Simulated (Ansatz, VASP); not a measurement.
Two plane-wave programs on C

```
CELL_PARAMETERS angstrom
2.45511 0.00000 0.00000
-1.22756 2.12619 0.00000
0.00000 0.00000 8.09707
ATOMIC_POSITIONS crystal
C 0.99725 0.99450 0.09297
C 0.99725 0.99450 0.59297
C 0.99725 0.99450 0.40703
C 0.99725 0.99450 0.90703
C 0.33608 0.67217 0.15553
C 0.66942 0.33884 0.65553
C 0.33608 0.67217 0.34447
C 0.66942 0.33884 0.84447
```

Change from the starting cell: mode 14 frozen in at -0.012 Å, equal normal strain along x, y and z -0.0250.

Alike in both runs: task single point; functional PBE; k mesh 12 × 12 × 4; occupations gaussian, width 0.05 eV; no spin polarisation.

```csv
,VASP,Ansatz
version,VASP 6.6.1,Ansatz 0.2.0
potentials or method,"VASP PAW PBE potentials, release 64 (C), cutoff 520 eV","scalar-relativistic, plane waves, PAW"
valence electrons in the cell,32,32
```

```tsv
	VASP	Ansatz	Ansatz less VASP
gap on the k mesh at the Fermi level (eV)	4.64	4.65	+0.012
least direct gap on the mesh (eV)	5.35	5.36	+0.007
pressure (GPa)	39.1	38.2	-0.94
traceless stress, the component that is largest in VASP (GPa)	-0.13	-0.15	-0.014
rms of the force components (eV/Å)	0.511	0.507	-0.0038
```

Atom by atom the forces differ by 0.004 eV/Å (rms over components). Both programs put the cell under a high pressure, so it lies far from rest at this level.
